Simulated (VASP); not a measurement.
# K (Pm-3m) in VASP: a series of runs, part 2 of 2

VASP 6.6.1. The steps go on from the part before.

### 4 Single point, r2SCAN

This run uses another cell than the first one, of 80.89 Å³/atom.

POSCAR

```
K
1.0
    4.3247203710      0.0000000000      0.0000000000
    0.0000000000      4.3247203710      0.0000000000
    0.0000000000      0.0000000000      4.3247203710
K
1
Direct
    0.0000000000      0.0000000000      0.0000000000
```

INCAR.step1

```
SYSTEM = K
PREC = Accurate ; ENCUT = 520
ISMEAR = 1 ; SIGMA = 0.1
LREAL = .FALSE. ; LASPH = .TRUE.
NELM = 80 ; NBANDS = 10
GGA = PE ; ALGO = Normal
EDIFF = 1E-4 ; LWAVE = .TRUE.
LCHARG = .FALSE.
```

INCAR.step2

```
SYSTEM = K
PREC = Accurate ; ENCUT = 520
EDIFF = 1E-6 ; ISMEAR = 1
SIGMA = 0.1 ; LREAL = .FALSE.
LASPH = .TRUE. ; NELM = 80
ALGO = Normal ; ISIF = 2
LWAVE = .FALSE. ; LCHARG = .FALSE.
METAGGA = R2SCAN ; LMIXTAU = .TRUE.
NBANDS = 10 ; ISTART = 1
```

KPOINTS

```
regular mesh
0
G
  6 6 6
  0 0 0
```

Potentials or basis: VASP PAW PBE potentials, release 64 (K_sv).

The run is started by

```
cat potpaw_PBE.64/K_sv/POTCAR > POTCAR
cp INCAR.step1 INCAR
mpirun -np 1 vasp_std > vasp.out
cp INCAR.step2 INCAR
mpirun -np 1 vasp_std > vasp.out
```

OUTCAR:

```text
SYSTEM = K
   PREC = Accurate
   ENCUT = 520
   EDIFF = 1E-6
   ISMEAR = 1
   LREAL = .FALSE.
   LASPH = .TRUE.
   NELM = 80
   ISIF = 2
   METAGGA = R2SCAN
   ISTART = 1

 ion  position               nearest neighbor table
   1  0.000  0.000  0.000-

  LATTYP: Found a simple cubic cell.
 ALAT       =     4.3247203710

  Lattice vectors:

 A1 = (   4.3247203710,   0.0000000000,   0.0000000000)
 A2 = (   0.0000000000,   4.3247203710,   0.0000000000)
 A3 = (   0.0000000000,   0.0000000000,   4.3247203710)

Analysis of symmetry for initial positions (statically):
=====================================================================
 Subroutine PRICEL returns:
 Original cell was already a primitive cell.

 Routine SETGRP: Setting up the symmetry group for a
 simple cubic supercell.

 Subroutine GETGRP returns: Found 48 space group operations
 (whereof 48 operations were pure point group operations)
 out of a pool of 48 trial point group operations.

The static configuration has the point symmetry O_h .

Analysis of symmetry for dynamics (positions and initial velocities):
=====================================================================
 Subroutine PRICEL returns:
 Original cell was already a primitive cell.

 Routine SETGRP: Setting up the symmetry group for a
 simple cubic supercell.

 Subroutine GETGRP returns: Found 48 space group operations
 (whereof 48 operations were pure point group operations)
 out of a pool of 48 trial point group operations.

The dynamic configuration has the point symmetry O_h .

 Subroutine INISYM returns: Found 48 space group operations
 (whereof 48 operations are pure point group operations),
 and found     1 'primitive' translations

----------------------------------------------------------------------------------------

                                     Primitive cell

  volume of cell :      80.8861

  direct lattice vectors                    reciprocal lattice vectors
     4.324720371  0.000000000  0.000000000     0.231228823  0.000000000  0.000000000
     0.000000000  4.324720371  0.000000000     0.000000000  0.231228823  0.000000000
     0.000000000  0.000000000  4.324720371     0.000000000  0.000000000  0.231228823

  length of vectors
     4.324720371  4.324720371  4.324720371     0.231228823  0.231228823  0.231228823

  position of ions in fractional coordinates (direct lattice)
     0.000000000  0.000000000  0.000000000

  ion indices of the primitive-cell ions
   primitive index   ion index
                 1           1

----------------------------------------------------------------------------------------

 KPOINTS: regular mesh

Automatic generation of k-mesh.
 Grid dimensions read from file:
 generate k-points for:    6    6    6

 Generating k-lattice:

  Cartesian coordinates                     Fractional coordinates (reciprocal lattice)
     0.038538137  0.000000000  0.000000000     0.166666667  0.000000000  0.000000000
     0.000000000  0.038538137  0.000000000     0.000000000  0.166666667  0.000000000
     0.000000000  0.000000000  0.038538137     0.000000000  0.000000000  0.166666667

  Length of vectors
     0.038538137  0.038538137  0.038538137

  Shift w.r.t. Gamma in fractional coordinates (k-lattice)
     0.000000000  0.000000000  0.000000000

 Subroutine IBZKPT returns following result:
 ===========================================

 Found     20 irreducible k-points:

 Following reciprocal coordinates:
            Coordinates               Weight
  0.000000  0.000000  0.000000      1.000000
  0.166667  0.000000  0.000000      6.000000
  0.333333  0.000000  0.000000      6.000000
  0.500000  0.000000  0.000000      3.000000
  0.166667  0.166667  0.000000     12.000000
  0.333333  0.166667  0.000000     24.000000
[... 12 lines left out ...]
  0.500000  0.500000  0.333333      6.000000
  0.500000  0.500000  0.500000      1.000000
   k-points           NKPTS =     20   k-points in BZ     NKDIM =     20   number of bands    NBANDS=     10
   number of dos      NEDOS =    301   number of ions     NIONS =      1
   total plane-waves  NPLWV =  32768
   dimension x,y,z NGX =    32 NGY =   32 NGZ =   32
   dimension x,y,z NGXF=    64 NGYF=   64 NGZF=   64
   ions per type =               1
   NGX,Y,Z   is equivalent  to a cutoff of  12.30, 12.30, 12.30 a.u.
   NGXF,Y,Z  is equivalent  to a cutoff of  24.60, 24.60, 24.60 a.u.
 SYSTEM =  K
   PREC   = accura    normal or accurate (medium, high low for compatibility)
   ISTART =      1    job   : 0-new  1-cont  2-samecut
   ICHARG =      0    charge: 1-file 2-atom 10-const
   ISPIN  =      1    spin polarized calculation?
   LNONCOLLINEAR =      F non collinear calculations
   LSORBIT =      F    spin-orbit coupling
   LASPH  =      T    aspherical Exc in radial PAW
   ENCUT  =  520.0 eV  38.22 Ry    6.18 a.u.   8.04  8.04  8.04*2*pi/ulx,y,z
   NELM   =     80;   NELMIN=  2; NELMDL=  0     # of ELM steps
   EDIFF  = 0.1E-05   stopping-criterion for ELM
   LREAL  =      F    real-space projection
   EDIFFG = 0.1E-04   stopping-criterion for IOM
   NSW    =      0    number of steps for IOM
   IBRION =     -1    ionic relax: 0-MD 1-quasi-New 2-CG
   NFREE  =      0    steps in history (QN), initial steepest desc. (CG)
   ISIF   =      2    stress and relaxation
   ISYM   =      2    0-nonsym 1-usesym 2-fastsym
   POTIM  = 0.5000    time-step for ionic-motion
   TEBEG  =    0.0;   TEEND  =   0.0 temperature during run
   PSTRESS=    0.0 pullay stress
   NELECT =       9.0000    total number of electrons
   NUPDOWN=      -1.0000    fix difference up-down
   EMIN   =  10.00;   EMAX   =-10.00  energy-range for DOS
   EFERMI =   0.00;   METHOD = LEGACY
   ISMEAR =     1;   SIGMA  =   0.10  broadening in eV -4-tet -1-fermi 0-gaus
   EFERMI_NEDOS =   21; number of points for ismear=-14 and -15
   IALGO  =     38    algorithm
   IMIX   =      4    mixing-type and parameters
     AMIX     =   0.40;   BMIX     =  1.00
     AMIX_MAG =   1.60;   BMIX_MAG =  1.00
  volume/ion in A,a.u.               =      80.89       545.85
  Fermi-wavevector in a.u.,A,eV,Ry     =   0.787404  1.487978  8.435682  0.620005
  Thomas-Fermi vector in A             =   1.892138
   LORBIT       =      0    0 simple, 1 ext, 2 COOP (PROOUT), +10 PAW based schemes
   METAGGA = R2SCAN    functional components
   LHFCALC =     F    Hartree Fock is set to
   AEXX    =    0.0000 exact exchange contribution
   IVDW    =     0    specifies the selected vdW correction
   LEPSILON=     F    determine dielectric tensor
   LRPA    =     F    only Hartree local field effects (RPA)
 non-spin polarized calculation
 Methfessel and Paxton  Order N= 1 SIGMA  =   0.10
  energy-cutoff  :      520.00
  volume of cell :       80.89
 maximum number of plane-waves:      2212
   NGX = 17   NGY = 17   NGZ = 17

 number of electron       9.0000003 magnetization

 Free energy of the ion-electron system (eV)
  ---------------------------------------------------
  ext. energy  EPLUGINS =         0.00000000
  ---------------------------------------------------
  free energy    TOTEN  =        -5.89272266 eV

  energy without entropy =       -5.88960376  energy(sigma->0) =       -5.89168303

 E-fermi :  -0.1630     XC(G=0):  -5.6578

 val. band max:       -0.1641051035   @ k =   0.5000   0.0000   0.0000
 cond. band min:      -0.1144052112   @ k =   0.5000   0.0000   0.0000
 fundamental gap:      0.0496998923
 Fermi energy:        -0.1629842898

 k-point     1 :       0.0000    0.0000    0.0000
  band No.  band energies     occupation
      1     -34.1563      2.00000
      2     -16.8214      2.00000
      3     -16.8214      2.00000
      4     -16.8214      2.00000
      5      -2.3960      2.00000
      6       2.9805      0.00000
      7       2.9805      0.00000
      8       6.3986      0.00000
      9       6.3986      0.00000
     10       6.3986      0.00000
[... 235 lines left out ...]
 k-point    20 :       0.5000    0.5000    0.5000
  band No.  band energies     occupation
      1     -34.1450      2.00000
      2     -16.8802      2.00000
      3     -16.8802      2.00000
      4     -16.8802      2.00000
      5       2.2325      0.00000
      6       2.2325      0.00000
      7       2.2325      0.00000
      8       4.2415      0.00000
      9       4.4691      0.00000
     10       4.4691      0.00000

------------------------ aborting loop because EDIFF is reached ----------------------------------------

  FORCE on cell =-STRESS in cart. coord.  units (eV):
  Direction    XX          YY          ZZ          XY          YZ          ZX
  --------------------------------------------------------------------------------------
  -------------------------------------------------------------------------------------
  Total       -0.0360717     -0.0360717     -0.0360717      0.0000000     -0.0000000      0.0000000
  in kB       -0.7145010     -0.7145010     -0.7145010      0.0000000     -0.0000000      0.0000000
  external PRESSURE =      -0.7145010 kB  Pullay stress =       0.0000000 kB

 VOLUME and BASIS-vectors are now :
 -----------------------------------------------------------------------------
  energy-cutoff  :      520.00
  volume of cell :       80.89
      direct lattice vectors                 reciprocal lattice vectors
     4.324720371  0.000000000  0.000000000     0.231228823  0.000000000  0.000000000
     0.000000000  4.324720371  0.000000000     0.000000000  0.231228823  0.000000000
     0.000000000  0.000000000  4.324720371     0.000000000  0.000000000  0.231228823

 POSITION                                       TOTAL-FORCE (eV/Angst)
 -----------------------------------------------------------------------------------
      0.00000      0.00000      0.00000         0.000000      0.000000      0.000000
 -----------------------------------------------------------------------------------
    total drift:                                0.000000      0.000000      0.000000

  FREE ENERGIE OF THE ION-ELECTRON SYSTEM (eV)
  ---------------------------------------------------
  free  energy   TOTEN  =        -5.8927226591 eV

  energy  without entropy=       -5.8896037568  energy(sigma->0) =       -5.89168303
```

OSZICAR.step1:

```text
N       E                     dE             d eps       ncg     rms          rms(c)
DAV:   1     0.455073087279E+02    0.45507E+02   -0.34417E+03   400   0.673E+02
DAV:   2     0.561131775963E+00   -0.44946E+02   -0.44360E+02   430   0.192E+02
DAV:   3    -0.896620037570E+00   -0.14578E+01   -0.14369E+01   622   0.274E+01
DAV:   4    -0.933710928801E+00   -0.37091E-01   -0.37076E-01   550   0.411E+00
DAV:   5    -0.934679712907E+00   -0.96878E-03   -0.96864E-03   616   0.415E-01    0.171E+00
DAV:   6    -0.933926397780E+00    0.75332E-03   -0.14517E-03   622   0.241E-01    0.107E+00
DAV:   7    -0.933478806910E+00    0.44759E-03   -0.33154E-03   576   0.348E-01    0.711E-02
DAV:   8    -0.933525761392E+00   -0.46954E-04   -0.22369E-04   502   0.162E-01
   1 F= -.93352576E+00 E0= -.93281494E+00  d E =-.213246E-02
```

It took 46 s on 1 thread of AMD EPYC 9R45 (Zen 5), shared host; peak memory 0.15 GiB.

What came out:

| Quantity | Value |
| --- | --- |
| Free energy | -5.8927 eV |
| Pressure | -0.1 GPa |
| Band gap on the k mesh | zero (an odd number of electrons rules out a gap without spin polarisation) |

Levels at points of the mesh, in eV from the Fermi level:
```tsv
k point	band 1	band 2	band 3	band 4	band 5	band 6	band 7	band 8	band 9
(0.00, 0.00, 0.00)	-33.99	-16.66	-16.66	-16.66	-2.23	3.14	3.14	6.56	6.56
(0.50, 0.00, 0.00)	-33.99	-16.74	-16.65	-16.65	0.00	0.05	3.82	5.00	5.00
(0.50, 0.50, 0.00)	-33.99	-16.73	-16.73	-16.65	1.10	2.21	2.21	2.42	5.47
(0.50, 0.50, 0.50)	-33.98	-16.72	-16.72	-16.72	2.40	2.40	2.40	4.40	4.63
```

Caveat: the PAW data sets were made with another functional, which shifts forces and pressure a little.

### 5 Single point, r2SCAN

This run uses another cell than the first one, of 83.29 Å³/atom.

POSCAR

```
K
1.0
    4.3671222942      0.0000000000      0.0000000000
    0.0000000000      4.3671222942      0.0000000000
    0.0000000000      0.0000000000      4.3671222942
K
1
Direct
    0.0000000000      0.0000000000      0.0000000000
```

INCAR.step1

```
PREC = Accurate
ENCUT = 520
ISMEAR = 1
SIGMA = 0.1
LREAL = F
LASPH = T
NELM = 80
NBANDS = 10
GGA = PE
ALGO = Normal
EDIFF = 1E-4
LWAVE = T
LCHARG = F
```

INCAR.step2

```
PREC = Accurate
ENCUT = 520
EDIFF = 1E-7
ISMEAR = 1
SIGMA = 0.1
LREAL = F
LASPH = T
NELM = 80
ALGO = Normal
ISIF = 2
LWAVE = F
LCHARG = T
METAGGA = R2SCAN
LMIXTAU = T
LELF = T
LVHAR = T
NBANDS = 10
ISTART = 1
```

KPOINTS

```
regular mesh
0
Gamma
  6 6 6
```

The run is started by

```
cat potpaw_PBE.64/K_sv/POTCAR > POTCAR
cp INCAR.step1 INCAR
mpirun -np 1 vasp_std > vasp.out
cp INCAR.step2 INCAR
mpirun -np 1 vasp_std > vasp.out
```

Run time: 54 s. Hardware: 1 thread of AMD EPYC 9R45 (Zen 5), shared host; peak memory 0.15 GiB.

The run converged. Its results:

| Property | Result |
| --- | --- |
| Free energy | -5.8915 eV |
| Pressure | -0.1 GPa |
| Band gap on the k mesh | zero (an odd number of electrons rules out a gap without spin polarisation) |

Levels at points of the mesh, in eV from the Fermi level:
```csv
k point,band 2,band 3,band 4,band 5,band 6,band 7
"(0.00, 0.00, 0.00)",-16.67,-16.67,-16.67,-2.20,3.14,3.14
"(0.50, 0.00, 0.00)",-16.75,-16.67,-16.67,0.00,0.04,3.81
"(0.50, 0.50, 0.00)",-16.74,-16.74,-16.66,1.12,2.16,2.16
"(0.50, 0.50, 0.50)",-16.73,-16.73,-16.73,2.40,2.40,2.40
```

Caveat: the PAW data sets were made with another functional, which shifts forces and pressure a little.

### 6 Single point, r2SCAN

This run uses another cell than the first one, of 85.69 Å³/atom.

POSCAR

```
K
1.0
    4.4087164385      0.0000000000      0.0000000000
    0.0000000000      4.4087164385      0.0000000000
    0.0000000000      0.0000000000      4.4087164385
K
1
Direct
    0.0000000000      0.0000000000      0.0000000000
```

INCAR.step1

```
SYSTEM = K
  ALGO = Normal
  EDIFF = 1E-4
  ENCUT = 520
  GGA = PE
  ISMEAR = 1
  LASPH = .True.
  LCHARG = .False.
  LREAL = .False.
  LWAVE = .True.
  NBANDS = 10
  NELM = 60
  PREC = Accurate
  SIGMA = 0.1
```

INCAR.step2

```
SYSTEM = K
  ALGO = Normal
  EDIFF = 1E-7
  ENCUT = 520
  ISIF = 2
  ISMEAR = 1
  ISTART = 1
  LASPH = .True.
  LCHARG = .True.
  LELF = .True.
  LMIXTAU = .True.
  LREAL = .False.
  LVHAR = .True.
  LWAVE = .False.
  METAGGA = R2SCAN
  NBANDS = 10
  NELM = 60
  PREC = Accurate
  SIGMA = 0.1
```

KPOINTS

```
k-points
0
Gamma
  6 6 6
  0 0 0
```

Potentials or basis: VASP PAW PBE potentials, release 64 (K_sv).

The run is started by

```
cat potpaw_PBE.64/K_sv/POTCAR > POTCAR
cp INCAR.step1 INCAR
mpirun -np 1 vasp_std > vasp.out
cp INCAR.step2 INCAR
mpirun -np 1 vasp_std > vasp.out
```

It took 73 s on 1 thread of AMD EPYC 9R45 (Zen 5), shared host; peak memory 0.18 GiB.

It converged, with:

```yaml
Free_energy: -5.8893 eV
Pressure: -0.2 GPa
Band_gap_on_the_k_mesh: zero (an odd number of electrons rules out a gap without spin polarisation)
```

Levels at points of the mesh, in eV from the Fermi level:
| k point | band 1 | band 2 | band 3 | band 4 | band 5 | band 6 | band 7 | band 8 |
| --- | --- | --- | --- | --- | --- | --- | --- | --- |
| (0.00, 0.00, 0.00) | -34.02 | -16.69 | -16.69 | -16.69 | -2.16 | 3.13 | 3.13 | 6.45 |
| (0.50, 0.00, 0.00) | -34.02 | -16.75 | -16.68 | -16.68 | 0.00 | 0.03 | 3.79 | 4.94 |
| (0.50, 0.50, 0.00) | -34.01 | -16.75 | -16.75 | -16.68 | 1.14 | 2.11 | 2.11 | 2.32 |
| (0.50, 0.50, 0.50) | -34.01 | -16.74 | -16.74 | -16.74 | 2.41 | 2.41 | 2.41 | 4.33 |

Caveat: the PAW data sets were made with another functional, which shifts forces and pressure a little.

### 7 Overview

| cell | gap on the mesh (eV) | pressure (GPa) |
| --- | --- | --- |
| a = 4.237 Å, 1 atom | none | 0.1 |
| a = 4.281 Å, 1 atom | none | 0.0 |
| a = 4.325 Å, 1 atom | none | -0.1 |
| a = 4.367 Å, 1 atom | none | -0.1 |
| a = 4.409 Å, 1 atom | none | -0.2 |

Alike in all rows: task single point; level r2SCAN; potentials or basis VASP PAW PBE potentials, release 64 (K_sv); no spin polarisation; k mesh 6 × 6 × 6; cutoff (eV) 520; smearing methfessel-paxton 0.1 eV.

Caveats: the PAW data sets were made with another functional, which shifts forces and pressure a little.

Total energies depend on the potentials used, so only differences within one code and one set of settings carry meaning.
